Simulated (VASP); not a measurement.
# Cs (Fm-3m) in VASP: notebook, part 2 of 2

VASP 6.6.1. The steps go on from the part before.

## (3) Single point, LDA (volume scaled by 0.95)

INCAR

```
ALGO = Normal
EDIFF = 1E-6
ENCUT = 520
GGA = CA
ISIF = 2
ISMEAR = -1
LASPH = T
LCHARG = F
LREAL = F
LWAVE = F
NBANDS = 10
NELM = 100
PREC = Accurate
SIGMA = 0.1
```

KPOINTS

```
k-points
0
Gamma
  10 10 10
```

POSCAR

```
Cs
1.0
    0.0000000000      3.5721108905      3.5721108905
    3.5721108905      0.0000000000      3.5721108905
    3.5721108905      3.5721108905      0.0000000000
Cs
1
Direct
    0.0000000000      0.0000000000      0.0000000000
```

Potentials or basis: VASP PAW LDA potentials, release 64 (Cs_sv).

On the command line:

```
cat potpaw_LDA.64/Cs_sv/POTCAR > POTCAR
mpirun -np 1 vasp_std > vasp.out
```

OUTCAR:

```text
EDIFF = 1E-6
   ENCUT = 520
   GGA = CA
   ISIF = 2
   ISMEAR = -1
   LASPH = T
   LREAL = F
   NELM = 100
   PREC = Accurate

 ion  position               nearest neighbor table
   1  0.000  0.000  0.000-

  LATTYP: Found a face centered cubic cell.
 ALAT       =     7.1442217810

  Lattice vectors:

 A1 = (   0.0000000000,   3.5721108905,   3.5721108905)
 A2 = (   3.5721108905,   0.0000000000,   3.5721108905)
 A3 = (   3.5721108905,   3.5721108905,   0.0000000000)

Analysis of symmetry for initial positions (statically):
[... 482 lines left out ...]
      4      -9.5363      2.00000
      5       0.7315      1.73412
      6       2.0277      0.00003
      7       2.6723      0.00000
      8       4.4212      0.00000
      9       4.7190      0.00000
     10       5.7020      0.00000

 [... further k-points ...]
[... 5 lines left out ...]
  --------------------------------------------------------------------------------------
  -------------------------------------------------------------------------------------
  Total        0.0758389      0.0758389      0.0758389      0.0000000     -0.0000000      0.0000000
  in kB        1.3329003      1.3329003      1.3329003      0.0000000     -0.0000000      0.0000000
  external PRESSURE =       1.3329003 kB  Pullay stress =       0.0000000 kB

 VOLUME and BASIS-vectors are now :
 -----------------------------------------------------------------------------
  energy-cutoff  :      520.00
  volume of cell :       91.16
      direct lattice vectors                 reciprocal lattice vectors
     0.000000000  3.572110890  3.572110890    -0.139973258  0.139973258  0.139973258
     3.572110890  0.000000000  3.572110890     0.139973258 -0.139973258  0.139973258
     3.572110890  3.572110890  0.000000000     0.139973258  0.139973258 -0.139973258

 POSITION                                       TOTAL-FORCE (eV/Angst)
 -----------------------------------------------------------------------------------
      0.00000      0.00000      0.00000         0.000000      0.000000      0.000000
 -----------------------------------------------------------------------------------
    total drift:                               -0.000000     -0.000000     -0.000000

  FREE ENERGIE OF THE ION-ELECTRON SYSTEM (eV)
  ---------------------------------------------------
  free  energy   TOTEN  =        -1.0114263997 eV

  energy  without entropy=       -0.9679179134  energy(sigma->0) =       -0.98967216
```

Wall time 24 s (1 thread of AMD EPYC 7R13 (Zen 3), shared host); peak memory 0.17 GiB.

Results:

```
Free energy : -1.0114 eV
Pressure    : 0.1 GPa
```

Caveat: the cell differs from its parent crystal (volume scaled by 0.95); spin-orbit coupling is left out, which moves the levels of the heavy elements.

## (4) Single point, LDA

This run uses another cell than the first one, of 95.96 Å³/atom, 1.053 times its volume.

INCAR

```
  PREC = Accurate
  ENCUT = 520
  EDIFF = 1E-6
  ISMEAR = -1
  SIGMA = 0.1
  LREAL = F
  LASPH = T
  NELM = 100
  ALGO = Normal
  ISIF = 2
  LWAVE = F
  LCHARG = F
  NBANDS = 10
```

KPOINTS

```
regular mesh
0
Gamma
  10 10 10
```

POSCAR

```
Cs
1.0
    0.0000000000      3.6337111148      3.6337111148
    3.6337111148      0.0000000000      3.6337111148
    3.6337111148      3.6337111148      0.0000000000
Cs
1
Direct
    0.0000000000      0.0000000000      0.0000000000
```

Potentials or basis: VASP PAW LDA potentials, release 64 (Cs_sv).

On the command line:

```
cat potpaw_LDA.64/Cs_sv/POTCAR > POTCAR
mpirun -np 1 vasp_std > vasp.out
```

OUTCAR:

```text
PREC = Accurate
   ENCUT = 520
   EDIFF = 1E-6
   ISMEAR = -1
   LREAL = F
   LASPH = T
   NELM = 100
   ISIF = 2

 ion  position               nearest neighbor table
   1  0.000  0.000  0.000-

  LATTYP: Found a face centered cubic cell.
 ALAT       =     7.2674222296

  Lattice vectors:

 A1 = (   0.0000000000,   3.6337111148,   3.6337111148)
 A2 = (   3.6337111148,   0.0000000000,   3.6337111148)
 A3 = (   3.6337111148,   3.6337111148,   0.0000000000)

Analysis of symmetry for initial positions (statically):
[... 480 lines left out ...]
      2      -9.8416      2.00000
      3      -9.7246      2.00000
      4      -9.7165      2.00000
      5       0.5766      1.73302
      6       1.9012      0.00002
      7       2.4868      0.00000
      8       4.1770      0.00000
      9       4.4507      0.00000
     10       5.4062      0.00000

 [... further k-points ...]
[... 5 lines left out ...]
  --------------------------------------------------------------------------------------
  -------------------------------------------------------------------------------------
  Total       -0.0015349     -0.0015349     -0.0015349     -0.0000000     -0.0000000      0.0000000
  in kB       -0.0256282     -0.0256282     -0.0256282     -0.0000000     -0.0000000      0.0000000
  external PRESSURE =      -0.0256282 kB  Pullay stress =       0.0000000 kB

 VOLUME and BASIS-vectors are now :
 -----------------------------------------------------------------------------
  energy-cutoff  :      520.00
  volume of cell :       95.96
      direct lattice vectors                 reciprocal lattice vectors
     0.000000000  3.633711115  3.633711115    -0.137600372  0.137600372  0.137600372
     3.633711115  0.000000000  3.633711115     0.137600372 -0.137600372  0.137600372
     3.633711115  3.633711115  0.000000000     0.137600372  0.137600372 -0.137600372

 POSITION                                       TOTAL-FORCE (eV/Angst)
 -----------------------------------------------------------------------------------
      0.00000      0.00000      0.00000         0.000000     -0.000000      0.000000
 -----------------------------------------------------------------------------------
    total drift:                               -0.000000     -0.000000     -0.000000

  FREE ENERGIE OF THE ION-ELECTRON SYSTEM (eV)
  ---------------------------------------------------
  free  energy   TOTEN  =        -1.0136800033 eV

  energy  without entropy=       -0.9712011380  energy(sigma->0) =       -0.99244057
```

OSZICAR:

```text
N       E                     dE             d eps       ncg     rms          rms(c)
DAV:   1     0.499246329894E+02    0.49925E+02   -0.31232E+03   940   0.650E+02
DAV:   2     0.355376630023E+01   -0.46371E+02   -0.45411E+02  1208   0.111E+02
DAV:   3    -0.955433780564E+00   -0.45092E+01   -0.45045E+01  1086   0.388E+01
DAV:   4    -0.101541301122E+01   -0.59979E-01   -0.59971E-01  1228   0.536E+00
DAV:   5    -0.101570426921E+01   -0.29126E-03   -0.29125E-03  1184   0.339E-01    0.145E-01
DAV:   6    -0.101416783154E+01    0.15364E-02   -0.21671E-03  1168   0.211E-01    0.838E-02
DAV:   7    -0.101365736846E+01    0.51046E-03   -0.26581E-03  1106   0.231E-01    0.375E-02
DAV:   8    -0.101367933179E+01   -0.21963E-04   -0.50871E-05  1110   0.493E-02    0.388E-03
DAV:   9    -0.101368000335E+01   -0.67155E-06   -0.14552E-06  1092   0.610E-03
   1 F= -.10136800E+01 E0= -.99244057E+00  d E =-.424789E-01
```

stdout:

```text
POSCAR found type information on POSCAR Cs
 POSCAR found :  1 types and       1 ions
 scaLAPACK will be used
 LDA part: xc-table for (Slater(with rela. corr.)+CA(PZ))
 , standard interpolation
 POSCAR, INCAR and KPOINTS ok, starting setup
 FFT: planning ... GRIDC
 FFT: planning ... GRID_SOFT
 FFT: planning ... GRID
 WAVECAR not read
 entering main loop
```

Run time: 24 s. Hardware: 1 thread of AMD EPYC 7R13 (Zen 3), shared host; peak memory 0.18 GiB.

Results:

```
Free energy : -1.0137 eV
Pressure    : 0.0 GPa
```

Caveat: spin-orbit coupling is left out, which moves the levels of the heavy elements.

## (5) Single point, LDA

This run uses another cell than the first one, of 95.96 Å³/atom, 1.053 times its volume.

INCAR

```
SYSTEM = Cs
ALGO = Normal ; EDIFF = 1E-6
ENCUT = 520 ; ISIF = 2
ISMEAR = -1 ; LASPH = .TRUE.
LCHARG = .TRUE. ; LELF = .TRUE.
LREAL = .FALSE. ; LVHAR = .TRUE.
LWAVE = .FALSE. ; NBANDS = 10
NELM = 60 ; PREC = Accurate
SIGMA = 0.1
```

KPOINTS

```
k-points
0
G
  10 10 10
  0 0 0
```

POSCAR is that of step 4.

On the command line:

```
cat potpaw_LDA.64/Cs_sv/POTCAR > POTCAR
mpirun -np 1 vasp_std > vasp.out
```

It took 27 s on 1 thread of AMD EPYC 7R13 (Zen 3), shared host; peak memory 0.18 GiB.

It converged, with:

```
Free energy : -1.0137 eV
Pressure    : 0.0 GPa
```

Levels at points of the mesh, in eV from the Fermi level:
```csv
k point,band 3,band 4,band 5,band 6,band 7,band 8
"(0.00, 0.00, 0.00)",-10.41,-10.41,-1.86,2.50,2.50,2.50
"(0.50, 0.00, 0.00)",-10.44,-10.44,-0.12,1.05,2.34,2.34
"(0.50, 0.50, 0.00)",-10.50,-10.50,0.14,0.91,1.82,4.60
```

Caveat: spin-orbit coupling is left out, which moves the levels of the heavy elements.

## (6) Single point, LDA (volume scaled by 0.4)

INCAR

```
  ALGO = Normal
  EDIFF = 1E-7
  ENCUT = 520
  GGA = CA
  ISIF = 2
  ISMEAR = -1
  LASPH = True
  LCHARG = False
  LREAL = False
  LWAVE = False
  NBANDS = 10
  NELM = 60
  PREC = Accurate
  SIGMA = 0.1
```

KPOINTS

```
k-points
0
Gamma
  10 10 10
```

POSCAR

```
Cs
1.0
    0.0000000000      2.6773412408      2.6773412408
    2.6773412408      0.0000000000      2.6773412408
    2.6773412408      2.6773412408      0.0000000000
Cs
1
Direct
    0.0000000000      0.0000000000      0.0000000000
```

Potentials or basis: VASP PAW LDA potentials, release 64 (Cs_sv).

On the command line:

```
cat potpaw_LDA.64/Cs_sv/POTCAR > POTCAR
mpirun -np 1 vasp_std > vasp.out
```

Run time: 10 s. Hardware: 1 thread of Intel Xeon Platinum 8259CL at 2.50GHz (Skylake/Cascade Lake), shared host; peak memory 0.14 GiB.

Results (log left out):

```
Free energy : -0.3540 eV
Pressure    : 5.6 GPa
```

Levels at points of the mesh, in eV from the Fermi level:
| k point | band 2 | band 3 | band 4 | band 5 | band 6 | band 7 | band 8 | band 9 |
| --- | --- | --- | --- | --- | --- | --- | --- | --- |
| (0.00, 0.00, 0.00) | -9.49 | -9.49 | -9.49 | -1.70 | 2.90 | 2.90 | 2.90 | 6.00 |
| (0.50, 0.00, 0.00) | -12.36 | -9.84 | -9.84 | -0.63 | 2.52 | 2.52 | 4.37 | 7.23 |
| (0.50, 0.50, 0.00) | -12.12 | -10.51 | -10.51 | -1.41 | -0.56 | 6.62 | 8.65 | 9.43 |

Caveat: the cell differs from its parent crystal (volume scaled by 0.4); spin-orbit coupling is left out, which moves the levels of the heavy elements.

## (7) Overview

```tsv
cell	gap on the mesh (eV)	pressure (GPa)
a = 5.052 Å, angles 60.0°, 1 atom	none	0.1
a = 5.139 Å, angles 60.0°, 1 atom	none	0.0
a = 3.786 Å, angles 60.0°, 1 atom	none	5.6
```

Alike in all rows: task single point; level LDA; potentials or basis VASP PAW LDA potentials, release 64 (Cs_sv); no spin polarisation; k mesh 10 × 10 × 10; cutoff (eV) 520; smearing fermi-dirac 0.1 eV.

Caveats: spin-orbit coupling is left out, which moves the levels of the heavy elements.

Total energies depend on the potentials used, so only differences within one code and one set of settings carry meaning.
